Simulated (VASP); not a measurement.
# Ir (I4/mmm) in VASP: further runs

Ir is run at these levels: PBE; tasks: single point.

All numbers are computed with VASP 6.6.1; they aren't measurements. Logs are shortened: lines on timing, memory, paths and dates and some standing lists are left out, and cuts for length are marked.

### Step 1. The cell of the first run

It takes space group I4/mmm (No. 139, tetragonal). Conventional cell: a = 2.799 Å, b = 2.799 Å, c = 3.760 Å, α = 90.00°, β = 90.00°, γ = 90.00°. Ir (site symmetry 4/mmm) has 12 Ir at 2.73 to 2.80 Å within 3.6 Å.

### Step 2. Single point, PBE (14.73 Å³/atom)

INCAR

```
SYSTEM = Ir
PREC     = Accurate       ! precision mode
ENCUT    = 520            ! plane-wave cutoff, eV
EDIFF    = 1E-6           ! SCF threshold, eV
ISMEAR   = 0              ! smearing method
SIGMA    = 0.15           ! smearing width, eV
LREAL    = .False.        ! projectors in reciprocal space
LASPH    = .True.         ! aspherical terms in the spheres
NELM     = 80             ! most SCF steps
ALGO     = Fast           ! electronic algorithm
ISIF     = 2              ! what is computed and relaxed
LWAVE    = .False.        ! write WAVECAR
LCHARG   = .True.         ! write CHGCAR
GGA      = PE             ! functional
LELF     = .True.         ! ELF
LVHAR    = .True.       
NBANDS   = 10             ! bands
```

KPOINTS

```
Automatic mesh
0
Gamma
  22 22 22
  0 0 0
```

POSCAR

```
Ir
1.0
    0.0000000000      1.9791294977      1.8797771969
    1.9791294977      0.0000000000      1.8797771969
    1.9791294977      1.9791294977      0.0000000000
Ir
1
Direct
    0.0000000000      0.0000000000      0.0000000000
```

Potentials or basis: VASP PAW PBE potentials, release 64 (Ir).

Started as:

```
> cat potpaw_PBE.64/Ir/POTCAR > POTCAR
> mpirun -np 1 vasp_std > vasp.out
```

OUTCAR:

```text
SYSTEM = Ir
   PREC = Accurate
   ENCUT = 520
   EDIFF = 1E-6
   ISMEAR = 0
   LREAL = .False.
   LASPH = .True.
   NELM = 80
   ISIF = 2
   GGA = PE

 ion  position               nearest neighbor table
   1  0.000  0.000  0.000-

  LATTYP: Found a body centered tetragonal cell.
 ALAT       =     2.7989117773
 C/A-ratio  =     1.3432200415

  Lattice vectors:

 A1 = (   0.0000000000,  -1.9791294977,  -1.8797771969)
 A2 = (   0.0000000000,   1.9791294977,  -1.8797771969)
 A3 = (   1.9791294977,   0.0000000000,   1.8797771969)

Analysis of symmetry for initial positions (statically):
=====================================================================
 Subroutine PRICEL returns:
 Original cell was already a primitive cell.

 Routine SETGRP: Setting up the symmetry group for a
 body centered tetragonal supercell.

 Subroutine GETGRP returns: Found 16 space group operations
 (whereof 16 operations were pure point group operations)
 out of a pool of 16 trial point group operations.

The static configuration has the point symmetry D_4h.

Analysis of symmetry for dynamics (positions and initial velocities):
=====================================================================
 Subroutine PRICEL returns:
 Original cell was already a primitive cell.

 Routine SETGRP: Setting up the symmetry group for a
 body centered tetragonal supercell.

 Subroutine GETGRP returns: Found 16 space group operations
 (whereof 16 operations were pure point group operations)
 out of a pool of 16 trial point group operations.

The dynamic configuration has the point symmetry D_4h.

 Subroutine INISYM returns: Found 16 space group operations
 (whereof 16 operations are pure point group operations),
 and found     1 'primitive' translations

----------------------------------------------------------------------------------------

                                     Primitive cell

  volume of cell :      14.7260

  direct lattice vectors                    reciprocal lattice vectors
     0.000000000  1.979129498  1.879777197    -0.252636323  0.252636323  0.265988970
     1.979129498  0.000000000  1.879777197     0.252636323 -0.252636323  0.265988970
     1.979129498  1.979129498  0.000000000     0.252636323  0.252636323 -0.265988970

  length of vectors
     2.729563313  2.729563313  2.798911777     0.445421549  0.445421549  0.445421549

  position of ions in fractional coordinates (direct lattice)
     0.000000000  0.000000000  0.000000000

  ion indices of the primitive-cell ions
   primitive index   ion index
                 1           1

----------------------------------------------------------------------------------------

 KPOINTS: Automatic mesh

Automatic generation of k-mesh.
 Grid dimensions read from file:
 generate k-points for:   22   22   22

 Generating k-lattice:

  Cartesian coordinates                     Fractional coordinates (reciprocal lattice)
    -0.011483469  0.011483469  0.012090408     0.045454545  0.000000000  0.000000000
     0.011483469 -0.011483469  0.012090408     0.000000000  0.045454545  0.000000000
     0.011483469  0.011483469 -0.012090408     0.000000000  0.000000000  0.045454545

  Length of vectors
     0.020246434  0.020246434  0.020246434

  Shift w.r.t. Gamma in fractional coordinates (k-lattice)
     0.000000000  0.000000000  0.000000000

 Subroutine IBZKPT returns following result:
 ===========================================

 Found    834 irreducible k-points:

 Following reciprocal coordinates:
            Coordinates               Weight
  0.000000  0.000000  0.000000      1.000000
  0.045455 -0.000000  0.000000      8.000000
  0.090909 -0.000000  0.000000      8.000000
  0.136364  0.000000  0.000000      8.000000
  0.181818  0.000000  0.000000      8.000000
  0.227273 -0.000000  0.000000      8.000000
[... 16 lines left out ...]
  0.500000  0.045455  0.000000      8.000000
 -0.454545  0.045455  0.000000      8.000000
 [... further k-points ...]
   k-points           NKPTS =    834   k-points in BZ     NKDIM =    834   number of bands    NBANDS=     10
   number of dos      NEDOS =    301   number of ions     NIONS =      1
   total plane-waves  NPLWV =   9600
   dimension x,y,z NGX =    20 NGY =   20 NGZ =   24
   dimension x,y,z NGXF=    40 NGYF=   40 NGZF=   48
   ions per type =               1
   NGX,Y,Z   is equivalent  to a cutoff of  12.18, 12.18, 14.26 a.u.
   NGXF,Y,Z  is equivalent  to a cutoff of  24.36, 24.36, 28.51 a.u.
 SYSTEM =  Ir
   PREC   = accura    normal or accurate (medium, high low for compatibility)
   ISTART =      0    job   : 0-new  1-cont  2-samecut
   ICHARG =      2    charge: 1-file 2-atom 10-const
   ISPIN  =      1    spin polarized calculation?
   LNONCOLLINEAR =      F non collinear calculations
   LSORBIT =      F    spin-orbit coupling
   LASPH  =      T    aspherical Exc in radial PAW
   ENCUT  =  520.0 eV  38.22 Ry    6.18 a.u.   5.08  5.08  5.20*2*pi/ulx,y,z
   NELM   =     80;   NELMIN=  2; NELMDL= -5     # of ELM steps
   EDIFF  = 0.1E-05   stopping-criterion for ELM
   LREAL  =      F    real-space projection
   EDIFFG = 0.1E-04   stopping-criterion for IOM
   NSW    =      0    number of steps for IOM
   IBRION =     -1    ionic relax: 0-MD 1-quasi-New 2-CG
   NFREE  =      0    steps in history (QN), initial steepest desc. (CG)
   ISIF   =      2    stress and relaxation
   ISYM   =      2    0-nonsym 1-usesym 2-fastsym
   POTIM  = 0.5000    time-step for ionic-motion
   TEBEG  =    0.0;   TEEND  =   0.0 temperature during run
   PSTRESS=    0.0 pullay stress
   NELECT =       9.0000    total number of electrons
   NUPDOWN=      -1.0000    fix difference up-down
   EMIN   =  10.00;   EMAX   =-10.00  energy-range for DOS
   EFERMI =   0.00;   METHOD = LEGACY
   ISMEAR =     0;   SIGMA  =   0.15  broadening in eV -4-tet -1-fermi 0-gaus
   EFERMI_NEDOS =   21; number of points for ismear=-14 and -15
   IALGO  =     68    algorithm
   IMIX   =      4    mixing-type and parameters
     AMIX     =   0.40;   BMIX     =  1.00
     AMIX_MAG =   1.60;   BMIX_MAG =  1.00
  volume/ion in A,a.u.               =      14.73        99.38
  Fermi-wavevector in a.u.,A,eV,Ry     =   1.389294  2.625384 26.261108  1.930137
  Thomas-Fermi vector in A             =   2.513338
   LORBIT       =      0    0 simple, 1 ext, 2 COOP (PROOUT), +10 PAW based schemes
   GGA     = PE    functional components
   LHFCALC =     F    Hartree Fock is set to
   AEXX    =    0.0000 exact exchange contribution
   IVDW    =     0    specifies the selected vdW correction
   LEPSILON=     F    determine dielectric tensor
   LRPA    =     F    only Hartree local field effects (RPA)
 non-spin polarized calculation
 RMM-DIIS sequential band-by-band and
 Gauss-broadening in eV      SIGMA  =   0.15
  energy-cutoff  :      520.00
  volume of cell :       14.73
 maximum number of plane-waves:       415
   NGX = 11   NGY = 11   NGZ = 11

 number of electron       9.0000000 magnetization

 Free energy of the ion-electron system (eV)
  ---------------------------------------------------
  ext. energy  EPLUGINS =         0.00000000
  ---------------------------------------------------
  free energy    TOTEN  =        -8.82327980 eV

  energy without entropy =       -8.81048921  energy(sigma->0) =       -8.81688450

 E-fermi :   9.6886     XC(G=0): -13.7494

 val. band max:        9.6876403853   @ k =   0.5000   0.3636   0.1364
 cond. band min:       9.6889763082   @ k =   0.3636  -0.0000   0.2727
 fundamental gap:      0.0013359229
 Fermi energy:         9.6885603378

 k-point     1 :       0.0000    0.0000    0.0000
  band No.  band energies     occupation
      1      -0.9676      2.00000
      2       5.8849      2.00000
      3       5.8849      2.00000
      4       6.4950      2.00000
      5       8.1705      2.00000
      6       8.9722      2.00000
      7      24.1684      0.00000
      8      28.9595      0.00000
      9      28.9595      0.00000
     10      30.5576      0.00000

 k-point     2 :       0.0455   -0.0000    0.0000
  band No.  band energies     occupation
      1      -0.8790      2.00000
      2       5.8712      2.00000
      3       5.9229      2.00000
      4       6.4995      2.00000
      5       8.1536      2.00000
      6       8.9412      2.00000
      7      24.3186      0.00000
      8      28.6868      0.00000
      9      29.0999      0.00000
     10      30.4332      0.00000

 k-point     3 :       0.0909   -0.0000    0.0000
  band No.  band energies     occupation
      1      -0.6189      2.00000
      2       5.8101      2.00000
      3       6.0248      2.00000
      4       6.5386      2.00000
      5       8.1181      2.00000
      6       8.8602      2.00000
      7      24.7436      0.00000
      8      27.7961      0.00000
      9      29.5129      0.00000
     10      30.6090      0.00000

 k-point     4 :       0.1364    0.0000    0.0000
  band No.  band energies     occupation
      1      -0.2056      2.00000
      2       5.6921      2.00000
      3       6.1515      2.00000
      4       6.6346      2.00000
      5       8.1115      2.00000
      6       8.7657      2.00000
      7      25.3550      0.00000
      8      26.6070      0.00000
      9      30.1739      0.00000
     10      31.1962      0.00000
[... 222 lines left out ...]
 k-point    22 :       0.4545    0.0455    0.0000
  band No.  band energies     occupation
      1       2.1209      2.00000
      2       5.7615      2.00000
      3       6.2987      2.00000
      4       8.1244      2.00000
      5      10.5430      0.00000
      6      10.6610      0.00000
      7      17.3368      0.00000
      8      23.9593      0.00000
      9      28.7511      0.00000
     10      30.0891      0.00000

 k-point    23 :       0.5000    0.0455    0.0000
  band No.  band energies     occupation
      1       2.1187      2.00000
      2       5.7144      2.00000
      3       6.2494      2.00000
      4       8.5959      2.00000
      5      10.7394      0.00000
      6      10.8402      0.00000
      7      16.6217      0.00000
      8      23.7839      0.00000
      9      28.5969      0.00000
     10      29.5742      0.00000

 k-point    24 :      -0.4545    0.0455    0.0000
  band No.  band energies     occupation
      1       2.1196      2.00000
      2       5.7179      2.00000
      3       6.2537      2.00000
      4       8.5442      2.00000
      5      10.5971      0.00000
      6      10.7996      0.00000
      7      16.8273      0.00000
      8      23.8209      0.00000
      9      28.9018      0.00000
     10      29.4432      0.00000

 [... further k-points ...]
[... 5 lines left out ...]
  --------------------------------------------------------------------------------------
  -------------------------------------------------------------------------------------
  Total       -0.8975790     -0.8975790      0.6254777      0.0000000      0.0000000     -0.0000000
  in kB      -97.6558975    -97.6558975     68.0514883      0.0000000      0.0000000     -0.0000000
  external PRESSURE =     -42.4201022 kB  Pullay stress =       0.0000000 kB

 VOLUME and BASIS-vectors are now :
 -----------------------------------------------------------------------------
  energy-cutoff  :      520.00
  volume of cell :       14.73
      direct lattice vectors                 reciprocal lattice vectors
     0.000000000  1.979129498  1.879777197    -0.252636323  0.252636323  0.265988970
     1.979129498  0.000000000  1.879777197     0.252636323 -0.252636323  0.265988970
     1.979129498  1.979129498  0.000000000     0.252636323  0.252636323 -0.265988970

 POSITION                                       TOTAL-FORCE (eV/Angst)
 -----------------------------------------------------------------------------------
      0.00000      0.00000      0.00000         0.000000      0.000000     -0.000000
 -----------------------------------------------------------------------------------
    total drift:                               -0.000000      0.000000      0.000000

  FREE ENERGIE OF THE ION-ELECTRON SYSTEM (eV)
  ---------------------------------------------------
  free  energy   TOTEN  =        -8.8232797983 eV

  energy  without entropy=       -8.8104892057  energy(sigma->0) =       -8.81688450
```

It took 55 s on 1 thread of Intel Xeon 6975P-C (Granite Rapids), shared host; peak memory 0.24 GiB.

Results:

```yaml
Free_energy: -8.8233 eV
Pressure: -4.2 GPa
Band_gap_on_the_k_mesh: zero (an odd number of electrons rules out a gap without spin polarisation)
```

Caveat: the stress differs along the axes, from -10 to 7 GPa; spin-orbit coupling is left out, which moves the levels of the heavy elements.

### Step 3. Single point, PBE (14.73 Å³/atom)

INCAR

```
ALGO = Fast
EDIFF = 1E-7
ENCUT = 520
GGA = PE
ISIF = 2
ISMEAR = 0
LASPH = True
LCHARG = True
LELF = True
LREAL = False
LVHAR = True
LWAVE = False
NBANDS = 10
NELM = 60
PREC = Accurate
SIGMA = 0.15
```

KPOINTS

```
k-points
0
Gamma
  22 22 22
```

POSCAR

```
Ir
1.0
    0.0000000000      2.0482119040      1.7551127805
    2.0482119040      0.0000000000      1.7551127805
    2.0482119040      2.0482119040      0.0000000000
Ir
1
Direct
    0.0000000000      0.0000000000      0.0000000000
```

Potentials or basis: VASP PAW PBE potentials, release 64 (Ir).

Started as:

```
> cat potpaw_PBE.64/Ir/POTCAR > POTCAR
> mpirun -np 1 vasp_std > vasp.out
```

Wall time 85 s (1 thread of Intel Xeon 6975P-C (Granite Rapids), shared host); peak memory 0.25 GiB.

It converged, with:

- Free energy: -8.6328 eV
- Pressure: -0.4 GPa
- Band gap on the k mesh: zero (an odd number of electrons rules out a gap without spin polarisation)

Stress tensor (GPa, compression positive):
```
-14.13   0.00   0.00
  0.00 -14.13   0.00
  0.00   0.00  26.93
```

Levels at points of the mesh, in eV from the Fermi level:
| k point | band 2 | band 3 | band 4 | band 5 | band 6 | band 7 |
| --- | --- | --- | --- | --- | --- | --- |
| (0.00, 0.00, 0.00) | -3.94 | -3.94 | -2.30 | -2.29 | -0.19 | 14.91 |
| (0.50, 0.00, 0.00) | -4.61 | -2.49 | -0.50 | 0.30 | 1.50 | 7.15 |
| (0.50, 0.50, 0.00) | -6.97 | 0.89 | 1.51 | 1.51 | 4.14 | 9.81 |
| (0.50, 0.00, 0.50) | -6.53 | 0.55 | 0.55 | 0.81 | 2.05 | 8.87 |

Caveat: the stress differs along the axes, from -14 to 27 GPa; spin-orbit coupling is left out, which moves the levels of the heavy elements.
